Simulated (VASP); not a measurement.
# ScAl3 (Pm-3m) in VASP: a series of runs, part 2 of 2

VASP 6.6.1. The steps go on from the part before.

**3. Relaxation of cell and atoms, PBEsol, target pressure 60 GPa, at which the enthalpy is minimised**

This run uses another cell than the first one, of 12.58 Å³/atom.

INCAR

```
SYSTEM = ScAl3
ALGO = Normal
EDIFF = 1E-7
EDIFFG = -0.008
ENCUT = 600
GGA = PS
IBRION = 2
ISIF = 3
ISMEAR = 0
LASPH = .True.
LCHARG = .False.
LREAL = .False.
LWAVE = .False.
NELM = 100
NSW = 70
PREC = Accurate
PSTRESS = 600.0
SIGMA = 0.1
```

KPOINTS

```
k-points
0
Gamma
  12 12 12
  0 0 0
```

POSCAR

```
ScAl3
1.0
    3.6921229785      0.0000000000      0.0000000000
    0.0000000000      3.6921229785      0.0000000000
    0.0000000000      0.0000000000      3.6921229785
Sc Al
1 3
Direct
    0.0000000000      0.0000000000      0.0000000000
    0.5000000000      0.0000000000      0.5000000000
    0.0000000000      0.5000000000      0.5000000000
    0.5000000000      0.5000000000      0.0000000000
```

Potentials or basis: VASP PAW PBE potentials, release 64 (Sc_sv, Al).

Started as:

```console
$ cat potpaw_PBE.64/Sc_sv/POTCAR potpaw_PBE.64/Al/POTCAR > POTCAR
$ mpirun -np 1 vasp_std > vasp.out
```

OUTCAR:

```text
SYSTEM = ScAl3
   EDIFF = 1E-7
   EDIFFG = -0.008
   ENCUT = 600
   GGA = PS
   IBRION = 2
   ISIF = 3
   ISMEAR = 0
   LASPH = .True.
   LREAL = .False.
   NELM = 100
   NSW = 70
   PREC = Accurate
   PSTRESS = 600.0

 ion  position               nearest neighbor table
   1  0.000  0.000  0.000-   2 2.61   3 2.61   4 2.61   2 2.61   3 2.61   3 2.61   4 2.61   3 2.61
                             2 2.61   4 2.61   2 2.61   4 2.61
   2  0.500  0.000  0.500-   1 2.61   3 2.61   4 2.61   1 2.61   4 2.61   3 2.61   4 2.61   4 2.61
                             1 2.61   3 2.61   1 2.61   3 2.61
   3  0.000  0.500  0.500-   1 2.61   2 2.61   4 2.61   1 2.61   4 2.61   1 2.61   2 2.61   1 2.61
                             2 2.61   4 2.61   4 2.61   2 2.61
   4  0.500  0.500  0.000-   1 2.61   2 2.61   3 2.61   2 2.61   3 2.61   1 2.61   2 2.61   2 2.61
                             1 2.61   3 2.61   3 2.61   1 2.61

  LATTYP: Found a simple cubic cell.
 ALAT       =     3.6921229785

  Lattice vectors:

 A1 = (   3.6921229785,   0.0000000000,   0.0000000000)
 A2 = (   0.0000000000,   3.6921229785,   0.0000000000)
 A3 = (   0.0000000000,   0.0000000000,   3.6921229785)

Analysis of symmetry for initial positions (statically):
=====================================================================
 Subroutine PRICEL returns:
 Original cell was already a primitive cell.

 Routine SETGRP: Setting up the symmetry group for a
 simple cubic supercell.

 Subroutine GETGRP returns: Found 48 space group operations
 (whereof 48 operations were pure point group operations)
 out of a pool of 48 trial point group operations.

The static configuration has the point symmetry O_h .

Analysis of symmetry for dynamics (positions and initial velocities):
=====================================================================
 Subroutine PRICEL returns:
 Original cell was already a primitive cell.

 Routine SETGRP: Setting up the symmetry group for a
 simple cubic supercell.

 Subroutine GETGRP returns: Found 48 space group operations
 (whereof 48 operations were pure point group operations)
 out of a pool of 48 trial point group operations.

The dynamic configuration has the point symmetry O_h .

 Subroutine INISYM returns: Found 48 space group operations
 (whereof 48 operations are pure point group operations),
 and found     1 'primitive' translations

----------------------------------------------------------------------------------------

                                     Primitive cell

  volume of cell :      50.3302

  direct lattice vectors                    reciprocal lattice vectors
     3.692122979  0.000000000  0.000000000     0.270846883  0.000000000  0.000000000
     0.000000000  3.692122979  0.000000000     0.000000000  0.270846883  0.000000000
     0.000000000  0.000000000  3.692122979     0.000000000  0.000000000  0.270846883

  length of vectors
     3.692122979  3.692122979  3.692122979     0.270846883  0.270846883  0.270846883

  position of ions in fractional coordinates (direct lattice)
     0.000000000  0.000000000  0.000000000
     0.500000000  0.000000000  0.500000000
     0.000000000  0.500000000  0.500000000
     0.500000000  0.500000000  0.000000000

  ion indices of the primitive-cell ions
   primitive index   ion index
                 1           1
                 2           2
                 3           3
                 4           4

[... 63 lines left out ...]
   ISTART =      0    job   : 0-new  1-cont  2-samecut
   ICHARG =      2    charge: 1-file 2-atom 10-const
   ISPIN  =      1    spin polarized calculation?
   LNONCOLLINEAR =      F non collinear calculations
   LSORBIT =      F    spin-orbit coupling
   LASPH  =      T    aspherical Exc in radial PAW
   ENCUT  =  600.0 eV  44.10 Ry    6.64 a.u.   7.37  7.37  7.37*2*pi/ulx,y,z
   NELM   =    100;   NELMIN=  2; NELMDL= -5     # of ELM steps
   EDIFF  = 0.1E-06   stopping-criterion for ELM
   LREAL  =      F    real-space projection
   EDIFFG = -.8E-02   stopping-criterion for IOM
   NSW    =     70    number of steps for IOM
   IBRION =      2    ionic relax: 0-MD 1-quasi-New 2-CG
   NFREE  =      1    steps in history (QN), initial steepest desc. (CG)
   ISIF   =      3    stress and relaxation
   ISYM   =      2    0-nonsym 1-usesym 2-fastsym
   POTIM  = 0.5000    time-step for ionic-motion
   TEBEG  =    0.0;   TEEND  =   0.0 temperature during run
   PSTRESS=  600.0 pullay stress
   NELECT =      20.0000    total number of electrons
   NUPDOWN=      -1.0000    fix difference up-down
   EMIN   =  10.00;   EMAX   =-10.00  energy-range for DOS
   EFERMI =   0.00;   METHOD = LEGACY
   ISMEAR =     0;   SIGMA  =   0.10  broadening in eV -4-tet -1-fermi 0-gaus
   EFERMI_NEDOS =   21; number of points for ismear=-14 and -15
   IALGO  =     38    algorithm
   IMIX   =      4    mixing-type and parameters
     AMIX     =   0.40;   BMIX     =  1.00
     AMIX_MAG =   1.60;   BMIX_MAG =  1.00
  volume/ion in A,a.u.               =      12.58        84.91
  Fermi-wavevector in a.u.,A,eV,Ry     =   1.203581  2.274438 19.709499  1.448607
  Thomas-Fermi vector in A             =   2.339330
   LORBIT       =      0    0 simple, 1 ext, 2 COOP (PROOUT), +10 PAW based schemes
   GGA     = PS    functional components
   LHFCALC =     F    Hartree Fock is set to
   AEXX    =    0.0000 exact exchange contribution
   IVDW    =     0    specifies the selected vdW correction
   LEPSILON=     F    determine dielectric tensor
   LRPA    =     F    only Hartree local field effects (RPA)
 conjugate gradient relaxation of ions
 non-spin polarized calculation
 Gauss-broadening in eV      SIGMA  =   0.10
  energy-cutoff  :      600.00
  volume of cell :       50.33
 maximum number of plane-waves:      1743
 NGX is ok and might be reduce to    30
   NGX = 15   NGY = 15   NGZ = 15

--------------------------------------- Ionic step        1  -------------------------------------------

 number of electron      19.9999997 magnetization

 Free energy of the ion-electron system (eV)
  ---------------------------------------------------
  ext. energy  EPLUGINS =         0.00000000
  ---------------------------------------------------
  free energy    TOTEN  =       -18.71112968 eV

  energy without entropy =      -18.70415840  energy(sigma->0) =      -18.70764404

------------------------ aborting loop because EDIFF is reached ----------------------------------------

  FORCE on cell =-STRESS in cart. coord.  units (eV):
  Direction    XX          YY          ZZ          XY          YZ          ZX
  --------------------------------------------------------------------------------------
  -------------------------------------------------------------------------------------
  Total       15.2490118     15.2490118     15.2490118     -0.0000000      0.0000000      0.0000000
  in kB      485.4268641    485.4268641    485.4268641     -0.0000000      0.0000000      0.0000000
  external PRESSURE =    -114.5731359 kB  Pullay stress =     600.0000000 kB
[... 107 lines left out ...]
--------------------------------------- Ionic step        4  -------------------------------------------

 number of electron      19.9999998 magnetization

 Free energy of the ion-electron system (eV)
  ---------------------------------------------------
  ext. energy  EPLUGINS =         0.00000000
  ---------------------------------------------------
  free energy    TOTEN  =       -18.01755864 eV

  energy without entropy =      -18.01029087  energy(sigma->0) =      -18.01392475

 E-fermi :  10.6551     XC(G=0): -11.9436

 val. band max:       10.6429796637   @ k =   0.3333   0.1667   0.0833
 cond. band min:      10.7125091648   @ k =   0.5000   0.2500   0.2500
 fundamental gap:      0.0695295011
 Fermi energy:        10.6551377714

 k-point     1 :       0.0000    0.0000    0.0000
  band No.  band energies     occupation
      1     -36.8702      2.00000
      2     -15.8430      2.00000
      3     -15.8430      2.00000
      4     -15.8430      2.00000
      5      -1.1374      2.00000
      6       7.4703      2.00000
      7       7.4703      2.00000
      8       8.9651      2.00000
      9       8.9651      2.00000
     10       8.9651      2.00000
     11      11.8532      0.00000
     12      12.0835      0.00000
     13      12.0835      0.00000
     14      12.0835      0.00000
[... 377 lines left out ...]
      1     -36.8554      2.00000
      2     -15.9719      2.00000
      3     -15.9408      2.00000
      4     -15.8243      2.00000
      5       1.7862      2.00000
      6       4.0052      2.00000
      7       5.3965      2.00000
      8       7.1952      2.00000
      9       9.3012      2.00000
     10      10.2119      2.00000
     11      12.0701      0.00000
     12      13.0385      0.00000
     13      13.3126      0.00000
     14      13.6679      0.00000

 [... further k-points ...]
[... 5 lines left out ...]
  --------------------------------------------------------------------------------------
  -------------------------------------------------------------------------------------
  Total       18.0725884     18.0725884     18.0725884     -0.0000000      0.0000000      0.0000000
  in kB      599.7913247    599.7913247    599.7913247     -0.0000000      0.0000000      0.0000000
  external PRESSURE =      -0.2086753 kB  Pullay stress =     600.0000000 kB
[... 23 lines left out ...]
  energy  without entropy=      -18.0102908689  energy(sigma->0) =      -18.01392475

  enthalpy is  TOTEN    =         0.0613174479 eV   P V=       18.0788760852

 reached required accuracy - stopping structural energy minimisation
```

It took 5.4 min on 1 thread of Intel Xeon 8259CL, shared host; peak memory 0.23 GiB.

What came out:

| Quantity | Value |
| --- | --- |
| Free energy | -18.0176 eV |
| Relaxed volume | 12.07 Å³/atom |
| Relaxed cell | a = 3.641 Å, b = 3.641 Å, c = 3.641 Å, α = 90.00°, β = 90.00°, γ = 90.00° |
| Space group after relaxing (to 0.1 Å) | Pm-3m (No. 221) |
| Energy change on relaxing (the run minimises the enthalpy) | +173.4 meV/atom |
| Ionic steps | 4 |
| Pressure after relaxing | 60.0 GPa |
| Band gap on the k mesh | zero (bands 10 and 11 overlap by 4.43 eV) |

The path:
```
step  energy change (eV)  largest force (eV/Å)  pressure (GPa)  volume (Å³)
   1              0.0000                0.0000           48.54        50.33
   2              2.6527                0.0000           90.65        44.06
   3              0.6712                0.0000           59.61        48.34
   4              0.6936                0.0000           59.98        48.28
```

Final structure:
```
Sc Al
1.0
     3.64119    0.00000    0.00000
     0.00000    3.64119    0.00000
     0.00000    0.00000    3.64119
Sc Al
1 3
Direct
  0.00000 0.00000 0.00000
  0.50000 0.00000 0.50000
  0.00000 0.50000 0.50000
  0.50000 0.50000 0.00000
```

Levels at points of the mesh, in eV from the Fermi level:
| k point | band 6 | band 7 | band 8 | band 9 | band 10 | band 11 | band 12 | band 13 | band 14 |
| --- | --- | --- | --- | --- | --- | --- | --- | --- | --- |
| (0.00, 0.00, 0.00) | -3.18 | -3.18 | -1.69 | -1.69 | -1.69 | 1.20 | 1.43 | 1.43 | 1.43 |
| (0.50, 0.00, 0.00) | -8.38 | -2.27 | -2.21 | -2.21 | 1.51 | 1.83 | 1.83 | 2.04 | 3.13 |
| (0.50, 0.50, 0.00) | -5.88 | -5.88 | -5.07 | -0.75 | -0.75 | 1.39 | 1.81 | 2.95 | 3.53 |
| (0.50, 0.50, 0.50) | -5.38 | -5.38 | -5.38 | -2.93 | -2.93 | -2.93 | 2.12 | 3.62 | 3.62 |

Caveat: the cell is relaxed towards a set pressure, so the run minimises the enthalpy, not the energy; the PAW data sets were made with another functional, which shifts forces and pressure a little.
